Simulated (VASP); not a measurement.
# Te (P3_121) in VASP: further runs

The runs below take Te through single point, relaxation of cell and atoms, with PBEsol.

All numbers are computed with VASP 6.6.1; they aren't measurements. Logs are shortened: lines on timing, memory, paths and dates and some standing lists are left out, and cuts for length are marked.

## (1) The cell of the first run

The structure is trigonal, space group P3_121 (No. 152). The conventional cell has a = 4.321 Å, b = 4.321 Å, c = 5.966 Å, α = 90.00°, β = 90.00°, γ = 120.00°. Within 3.8 Å of Te (site symmetry 2) lie 6 Te at 2.90 to 3.36 Å.

## (2) Single point, PBEsol

Input file INCAR:

```
SYSTEM = Te
PREC = Accurate
ENCUT = 520
EDIFF = 1E-6
ISMEAR = 1
SIGMA = 0.1
LREAL = .False.
LASPH = .True.
NELM = 80
ALGO = Normal
ISIF = 2
LWAVE = .False.
LCHARG = .True.
GGA = PS
LELF = .True.
LVHAR = .True.
NBANDS = 16
```

Input file KPOINTS:

```
Automatic mesh
0
Gamma
  6 6 4
  0 0 0
```

Input file POSCAR:

```
Te
1.0
    4.3213366750      0.0000000000      0.0000000000
   -2.1606683375      3.7423873389      0.0000000000
    0.0000000000      0.0000000000      5.9655228379
Te
3
Direct
    0.2819539639      0.0000000000      0.3333333333
    0.0000000000      0.2819539639      0.6666666667
    0.7180460361      0.7180460361      0.0000000000
```

Potentials or basis: VASP PAW PBE potentials, release 64 (Te).

Launch:

```bash
> cat potpaw_PBE.64/Te/POTCAR > POTCAR
> mpirun -np 1 vasp_std > vasp.out
```

OUTCAR:

```text
SYSTEM = Te
   PREC = Accurate
   ENCUT = 520
   EDIFF = 1E-6
   ISMEAR = 1
   LREAL = .False.
   LASPH = .True.
   NELM = 80
   ISIF = 2
   GGA = PS

 ion  position               nearest neighbor table
   1  0.282  0.000  0.333-   3 2.90   2 2.90   3 3.36   3 3.36   2 3.36   2 3.36
   2  0.000  0.282  0.667-   3 2.90   1 2.90   3 3.36   3 3.36   1 3.36   1 3.36
   3  0.718  0.718  0.000-   1 2.90   2 2.90   1 3.36   2 3.36   2 3.36   1 3.36

  LATTYP: Found a hexagonal cell.
 ALAT       =     4.3213366750
 C/A-ratio  =     1.3804809221

  Lattice vectors:

 A1 = (   4.3213366750,   0.0000000000,   0.0000000000)
 A2 = (  -2.1606683375,   3.7423873389,   0.0000000000)
 A3 = (   0.0000000000,   0.0000000000,   5.9655228379)

Analysis of symmetry for initial positions (statically):
=====================================================================
 Subroutine PRICEL returns:
 Original cell was already a primitive cell.

 Routine SETGRP: Setting up the symmetry group for a
 hexagonal supercell.

 Subroutine GETGRP returns: Found  6 space group operations
 (whereof  2 operations were pure point group operations)
 out of a pool of 24 trial point group operations.

The static configuration has the point symmetry C_2 .
 The point group associated with its full space group is D_3 .

Analysis of symmetry for dynamics (positions and initial velocities):
=====================================================================
 Subroutine PRICEL returns:
 Original cell was already a primitive cell.

 Routine SETGRP: Setting up the symmetry group for a
 hexagonal supercell.

 Subroutine GETGRP returns: Found  6 space group operations
 (whereof  2 operations were pure point group operations)
 out of a pool of 24 trial point group operations.

The dynamic configuration has the point symmetry C_2 .
 The point group associated with its full space group is D_3 .

 Subroutine INISYM returns: Found  6 space group operations
 (whereof  2 operations are pure point group operations),
 and found     1 'primitive' translations

----------------------------------------------------------------------------------------

                                     Primitive cell

  volume of cell :      96.4751

  direct lattice vectors                    reciprocal lattice vectors
     4.321336675  0.000000000  0.000000000     0.231409880  0.133604556  0.000000000
    -2.160668338  3.742387339  0.000000000     0.000000000  0.267209113  0.000000000
     0.000000000  0.000000000  5.965522838     0.000000000  0.000000000  0.167629901

  length of vectors
     4.321336675  4.321336675  5.965522838     0.267209113  0.267209113  0.167629901

  position of ions in fractional coordinates (direct lattice)
     0.281953964  0.000000000  0.333333333
     0.000000000  0.281953964  0.666666667
     0.718046036  0.718046036  0.000000000

  ion indices of the primitive-cell ions
   primitive index   ion index
                 1           1
                 2           2
                 3           3

----------------------------------------------------------------------------------------

 KPOINTS: Automatic mesh

Automatic generation of k-mesh.
 Grid dimensions read from file:
 generate k-points for:    6    6    4

 Generating k-lattice:

  Cartesian coordinates                     Fractional coordinates (reciprocal lattice)
     0.038568313  0.022267426  0.000000000     0.166666667  0.000000000  0.000000000
     0.000000000  0.044534852  0.000000000     0.000000000  0.166666667  0.000000000
     0.000000000  0.000000000  0.041907475     0.000000000  0.000000000  0.250000000

  Length of vectors
     0.044534852  0.044534852  0.041907475

  Shift w.r.t. Gamma in fractional coordinates (k-lattice)
     0.000000000  0.000000000  0.000000000

 Subroutine IBZKPT returns following result:
 ===========================================

 Found     24 irreducible k-points:

 Following reciprocal coordinates:
            Coordinates               Weight
  0.000000  0.000000  0.000000      1.000000
  0.166667  0.000000  0.000000      6.000000
  0.333333  0.000000  0.000000      6.000000
  0.500000  0.000000  0.000000      3.000000
  0.166667  0.166667  0.000000      6.000000
  0.333333  0.166667  0.000000     12.000000
[... 16 lines left out ...]
  0.333333  0.166667  0.500000     12.000000
  0.333333  0.333333  0.500000      2.000000
   k-points           NKPTS =     24   k-points in BZ     NKDIM =     24   number of bands    NBANDS=     16
   number of dos      NEDOS =    301   number of ions     NIONS =      3
   total plane-waves  NPLWV =  49152
   dimension x,y,z NGX =    32 NGY =   32 NGZ =   48
   dimension x,y,z NGXF=    64 NGYF=   64 NGZF=   96
   ions per type =               3
   NGX,Y,Z   is equivalent  to a cutoff of  12.31, 12.31, 13.38 a.u.
   NGXF,Y,Z  is equivalent  to a cutoff of  24.62, 24.62, 26.75 a.u.
 SYSTEM =  Te
   PREC   = accura    normal or accurate (medium, high low for compatibility)
   ISTART =      0    job   : 0-new  1-cont  2-samecut
   ICHARG =      2    charge: 1-file 2-atom 10-const
   ISPIN  =      1    spin polarized calculation?
   LNONCOLLINEAR =      F non collinear calculations
   LSORBIT =      F    spin-orbit coupling
   LASPH  =      T    aspherical Exc in radial PAW
   ENCUT  =  520.0 eV  38.22 Ry    6.18 a.u.   8.03  8.03 11.09*2*pi/ulx,y,z
   NELM   =     80;   NELMIN=  2; NELMDL= -5     # of ELM steps
   EDIFF  = 0.1E-05   stopping-criterion for ELM
   LREAL  =      F    real-space projection
   EDIFFG = 0.1E-04   stopping-criterion for IOM
   NSW    =      0    number of steps for IOM
   IBRION =     -1    ionic relax: 0-MD 1-quasi-New 2-CG
   NFREE  =      0    steps in history (QN), initial steepest desc. (CG)
   ISIF   =      2    stress and relaxation
   ISYM   =      2    0-nonsym 1-usesym 2-fastsym
   POTIM  = 0.5000    time-step for ionic-motion
   TEBEG  =    0.0;   TEEND  =   0.0 temperature during run
   PSTRESS=    0.0 pullay stress
   NELECT =      18.0000    total number of electrons
   NUPDOWN=      -1.0000    fix difference up-down
   EMIN   =  10.00;   EMAX   =-10.00  energy-range for DOS
   EFERMI =   0.00;   METHOD = LEGACY
   ISMEAR =     1;   SIGMA  =   0.10  broadening in eV -4-tet -1-fermi 0-gaus
   EFERMI_NEDOS =   21; number of points for ismear=-14 and -15
   IALGO  =     38    algorithm
   IMIX   =      4    mixing-type and parameters
     AMIX     =   0.40;   BMIX     =  1.00
     AMIX_MAG =   1.60;   BMIX_MAG =  1.00
  volume/ion in A,a.u.               =      32.16       217.02
  Fermi-wavevector in a.u.,A,eV,Ry     =   0.935464  1.767771 11.906369  0.875093
  Thomas-Fermi vector in A             =   2.062374
   LORBIT       =      0    0 simple, 1 ext, 2 COOP (PROOUT), +10 PAW based schemes
   GGA     = PS    functional components
   LHFCALC =     F    Hartree Fock is set to
   AEXX    =    0.0000 exact exchange contribution
   IVDW    =     0    specifies the selected vdW correction
   LEPSILON=     F    determine dielectric tensor
   LRPA    =     F    only Hartree local field effects (RPA)
 non-spin polarized calculation
 Methfessel and Paxton  Order N= 1 SIGMA  =   0.10
  energy-cutoff  :      520.00
  volume of cell :       96.48
 maximum number of plane-waves:      2613
   NGX = 17   NGY = 17   NGZ = 23

 number of electron      17.9999997 magnetization

 Free energy of the ion-electron system (eV)
  ---------------------------------------------------
  ext. energy  EPLUGINS =         0.00000000
  ---------------------------------------------------
  free energy    TOTEN  =       -10.56967353 eV

  energy without entropy =      -10.56864573  energy(sigma->0) =      -10.56933093

 E-fermi :   6.5366     XC(G=0):  -9.4839

 val. band max:        6.5195722908   @ k =   0.3333   0.3333   0.5000
 cond. band min:       6.8038802527   @ k =   0.0000   0.0000   0.5000
 fundamental gap:      0.2843079619
 Fermi energy:         6.5365531279

 k-point     1 :       0.0000    0.0000    0.0000
  band No.  band energies     occupation
      1      -7.3920      2.00000
      2      -4.0077      2.00000
      3      -4.0077      2.00000
      4       3.5603      2.00000
      5       3.9009      2.00000
      6       3.9009      2.00000
[... 8 lines left out ...]
     15      12.6267      0.00000
     16      12.6287      0.00000

 k-point     2 :       0.1667    0.0000    0.0000
  band No.  band energies     occupation
      1      -7.1733      2.00000
      2      -4.0462      2.00000
      3      -3.9341      2.00000
      4       2.2276      2.00000
      5       2.9647      2.00000
      6       3.3498      2.00000
[... 8 lines left out ...]
     15      12.5601      0.00000
     16      13.0870      0.00000

 k-point     3 :       0.3333    0.0000    0.0000
  band No.  band energies     occupation
      1      -6.5766      2.00000
      2      -4.3902      2.00000
      3      -3.7603      2.00000
      4       1.3659      2.00000
      5       2.0532      2.00000
      6       2.7356      2.00000
[... 8 lines left out ...]
     15      13.6283      0.00000
     16      14.4231      0.00000

 k-point     4 :       0.5000    0.0000    0.0000
  band No.  band energies     occupation
      1      -6.0445      2.00000
      2      -4.8667      2.00000
      3      -3.6596      2.00000
      4       1.4009      2.00000
      5       1.8580      2.00000
      6       2.5246      2.00000
[... 8 lines left out ...]
     15      15.2518      0.00000
     16      15.6513      0.00000

 k-point     5 :       0.1667    0.1667    0.0000
  band No.  band energies     occupation
      1      -6.7618      2.00000
      2      -4.1555      2.00000
      3      -3.9105      2.00000
      4       1.6239      2.00000
      5       1.8532      2.00000
      6       3.4931      2.00000
[... 8 lines left out ...]
     15      13.3102      0.00000
     16      14.2913      0.00000

 k-point     6 :       0.3333    0.1667    0.0000
  band No.  band energies     occupation
      1      -6.1095      2.00000
      2      -4.5902      2.00000
      3      -3.9156      2.00000
      4       1.5105      2.00000
      5       1.7468      2.00000
      6       2.7910      2.00000
[... 8 lines left out ...]
     15      14.4138      0.00000
     16      14.9344      0.00000

 k-point     7 :       0.3333    0.3333    0.0000
  band No.  band energies     occupation
      1      -5.7882      2.00000
      2      -4.4146      2.00000
      3      -4.4146      2.00000
      4       1.8903      2.00000
      5       1.8903      2.00000
      6       3.0958      2.00000
[... 8 lines left out ...]
     15      12.1884      0.00000
     16      15.2030      0.00000

 k-point     8 :       0.0000    0.0000    0.2500
  band No.  band energies     occupation
      1      -7.1642      2.00000
      2      -5.4092      2.00000
      3      -2.5242      2.00000
      4       3.0253      2.00000
      5       3.6582      2.00000
      6       4.0347      2.00000
[... 8 lines left out ...]
     15      12.1282      0.00000
     16      12.6279      0.00000

 k-point     9 :       0.1667    0.0000    0.2500
  band No.  band energies     occupation
      1      -6.9553      2.00000
      2      -5.2599      2.00000
      3      -2.7813      2.00000
      4       2.4337      2.00000
      5       3.3201      2.00000
      6       3.7151      2.00000
[... 8 lines left out ...]
     15      11.9483      0.00000
     16      12.2845      0.00000
[... 172 lines left out ...]
 k-point    19 :       0.1667    0.0000    0.5000
  band No.  band energies     occupation
      1      -6.3213      2.00000
      2      -6.2842      2.00000
      3      -2.1536      2.00000
      4       2.3409      2.00000
      5       3.2660      2.00000
      6       3.6572      2.00000
[... 8 lines left out ...]
     15      12.2742      0.00000
     16      13.2475      0.00000

 k-point    20 :       0.3333    0.0000    0.5000
  band No.  band energies     occupation
      1      -5.9266      2.00000
      2      -5.7115      2.00000
      3      -3.1389      2.00000
      4       1.1589      2.00000
      5       2.7226      2.00000
      6       3.1740      2.00000
[... 8 lines left out ...]
     15      13.3151      0.00000
     16      13.7581      0.00000

 k-point    21 :       0.5000    0.0000    0.5000
  band No.  band energies     occupation
      1      -5.6891      2.00000
      2      -5.1880      2.00000
      3      -3.8532      2.00000
      4       0.4327      2.00000
      5       2.8173      2.00000
      6       2.8343      2.00000
[... 8 lines left out ...]
     15      14.3383      0.00000
     16      14.9625      0.00000

 k-point    22 :       0.1667    0.1667    0.5000
  band No.  band energies     occupation
      1      -6.0116      2.00000
      2      -5.9154      2.00000
      3      -2.8377      2.00000
      4       1.8216      2.00000
      5       2.4436      2.00000
      6       2.6156      2.00000
[... 8 lines left out ...]
     15      13.0173      0.00000
     16      13.2091      0.00000

 k-point    23 :       0.3333    0.1667    0.5000
  band No.  band energies     occupation
      1      -5.6235      2.00000
      2      -5.3405      2.00000
      3      -3.6950      2.00000
      4       0.7878      2.00000
      5       1.8109      2.00000
      6       2.0152      2.00000
[... 8 lines left out ...]
     15      13.2336      0.00000
     16      13.9526      0.00000

 k-point    24 :       0.3333    0.3333    0.5000
  band No.  band energies     occupation
      1      -5.2829      2.00000
      2      -5.2829      2.00000
      3      -3.9628      2.00000
      4       1.0632      2.00000
      5       1.1186      2.00000
      6       1.1186      2.00000
[... 8 lines left out ...]
     15      12.8032      0.00000
     16      13.6727      0.00000

------------------------ aborting loop because EDIFF is reached ----------------------------------------

  FORCE on cell =-STRESS in cart. coord.  units (eV):
  Direction    XX          YY          ZZ          XY          YZ          ZX
  --------------------------------------------------------------------------------------
  -------------------------------------------------------------------------------------
  Total        0.0277574      0.0277574      0.0750902      0.0000000      0.0000000      0.0000000
  in kB        0.4609723      0.4609723      1.2470348      0.0000000      0.0000000      0.0000000
  external PRESSURE =       0.7229931 kB  Pullay stress =       0.0000000 kB

 VOLUME and BASIS-vectors are now :
 -----------------------------------------------------------------------------
  energy-cutoff  :      520.00
  volume of cell :       96.48
      direct lattice vectors                 reciprocal lattice vectors
     4.321336675  0.000000000  0.000000000     0.231409880  0.133604556  0.000000000
    -2.160668338  3.742387339  0.000000000     0.000000000  0.267209113  0.000000000
     0.000000000  0.000000000  5.965522838     0.000000000  0.000000000  0.167629901

 POSITION                                       TOTAL-FORCE (eV/Angst)
 -----------------------------------------------------------------------------------
      1.21842      0.00000      1.98851         0.014629     -0.000000     -0.000000
     -0.60921      1.05518      3.97702        -0.007315      0.012669     -0.000000
      1.55146      2.68721      0.00000        -0.007315     -0.012669      0.000000
 -----------------------------------------------------------------------------------
    total drift:                                0.000000     -0.000000      0.000000

  FREE ENERGIE OF THE ION-ELECTRON SYSTEM (eV)
  ---------------------------------------------------
  free  energy   TOTEN  =       -10.5696735317 eV

  energy  without entropy=      -10.5686457276  energy(sigma->0) =      -10.56933093
```

Wall time 24 s (1 thread of Intel Xeon Platinum 8259CL at 2.50GHz (Skylake/Cascade Lake), shared host); peak memory 0.21 GiB.

What came out:

```
Free energy            : -10.5697 eV
Pressure               : 0.1 GPa
Largest force          : 0.015 eV/Å
Band gap on the k mesh : zero (filled and empty bands touch)
```

Forces on the atoms (eV/Å):
```
Te   0.015  0.000  0.000
Te  -0.007  0.013  0.000
Te  -0.007 -0.013  0.000
```

Levels at points of the mesh, in eV from the Fermi level:
```tsv
k point	band 6	band 7	band 8	band 9	band 10	band 11	band 12	band 13
(0.00, 0.00, 0.00)	-2.64	-1.78	-1.78	-1.10	0.97	0.97	1.67	4.77
(0.50, 0.00, 0.00)	-4.01	-3.88	-0.90	-0.76	0.58	0.58	2.43	3.76
(0.00, 0.00, 0.50)	-2.67	-1.30	-0.89	-0.89	0.27	0.33	0.33	3.62
(0.50, 0.00, 0.50)	-3.70	-2.76	-2.48	-0.35	0.36	1.97	2.63	4.19
```

Caveat: the PAW data sets were made with another functional, which shifts forces and pressure a little; spin-orbit coupling is left out, which moves the levels of the heavy elements.

## (3) Relaxation of cell and atoms, PBEsol

This run uses another cell than the first one, of 33.93 Å³/atom.

Input file INCAR:

```
PREC = Accurate ; ENCUT = 600
EDIFF = 1E-7 ; ISMEAR = 1
SIGMA = 0.1 ; LREAL = False
LASPH = True ; NELM = 80
ALGO = Normal ; ISIF = 3
LWAVE = False ; LCHARG = False
GGA = PS ; IBRION = 2
NSW = 80 ; EDIFFG = -0.03
```

Input file KPOINTS:

```
regular mesh
0
Gamma
  6 6 4
```

Input file POSCAR:

```
Te
1.0
    4.4540000000      0.0000000000      0.0000000000
   -2.2270000000      3.8572770000      0.0000000000
    0.0000000000      0.0000000000      5.9240000000
Te
3
Direct
    0.2690000000      0.0000000000      0.3333333333
    0.0000000000      0.2690000000      0.6666666667
    0.7310000000      0.7310000000      0.0000000000
```

Potentials or basis: VASP PAW PBE potentials, release 64 (Te).

Launch:

```bash
> cat potpaw_PBE.64/Te/POTCAR > POTCAR
> mpirun -np 1 vasp_std > vasp.out
```

Run time: 2.2 min. Hardware: 1 thread of Intel Xeon Platinum 8259CL at 2.50GHz (Skylake/Cascade Lake), shared host; peak memory 0.26 GiB.

The run converged. Its results:

```
Free energy                           : -10.5699 eV
Relaxed volume                        : 32.17 Å³/atom
Relaxed cell                          : a = 4.321 Å, b = 4.321 Å, c = 5.969 Å, α = 90.00°, β = 90.00°, γ = 120.00°
Space group after relaxing (to 0.1 Å) : P3_121 (No. 152)
Energy gained by relaxing             : 9.7 meV/atom
Ionic steps                           : 7
Pressure after relaxing               : 0.0 GPa
Largest force after relaxing          : 0.003 eV/Å
Band gap on the k mesh                : zero (filled and empty bands touch)
```

Forces in eV/Å, atoms in the order of the input:
```
Te   0.003  0.000  0.000
Te  -0.002  0.003  0.000
Te  -0.002 -0.003  0.000
```

Step by step:
| step | energy change (eV) | largest force (eV/Å) | pressure (GPa) | volume (Å³) |
| --- | --- | --- | --- | --- |
| 1 | 0.0000 | 0.1173 | -0.85 | 101.78 |
| 2 | -0.0083 | 0.2188 | 0.29 | 99.14 |
| 3 | -0.0083 | 0.2176 | 0.28 | 99.17 |
| 4 | -0.0170 | 0.1645 | 0.24 | 98.37 |
| 5 | -0.0284 | 0.0259 | 0.32 | 95.98 |
| 6 | -0.0275 | 0.0333 | -0.52 | 97.43 |
| 7 | -0.0290 | 0.0035 | 0.00 | 96.52 |

Final structure:
```
Te
1.0
     4.32098    0.00000    0.00000
    -2.16049    3.74208    0.00000
     0.00000    0.00000    5.96939
Te
3
Direct
  0.28234 0.00000 0.33333
  0.00000 0.28234 0.66667
  0.71766 0.71766 0.00000
```

Levels at points of the mesh, in eV from the Fermi level:
```tsv
k point	band 7	band 8	band 9	band 10	band 11	band 12
(0.00, 0.00, 0.00)	-1.78	-1.78	-1.10	0.97	0.97	1.67
(0.50, 0.00, 0.00)	-3.87	-0.89	-0.75	0.58	0.58	2.43
(0.00, 0.00, 0.50)	-1.30	-0.88	-0.88	0.26	0.32	0.32
(0.50, 0.00, 0.50)	-2.76	-2.48	-0.35	0.36	1.97	2.63
```

Caveat: the PAW data sets were made with another functional, which shifts forces and pressure a little; spin-orbit coupling is left out, which moves the levels of the heavy elements.

The gap in the log of VASP goes by the Fermi energy; the results here count the filled bands.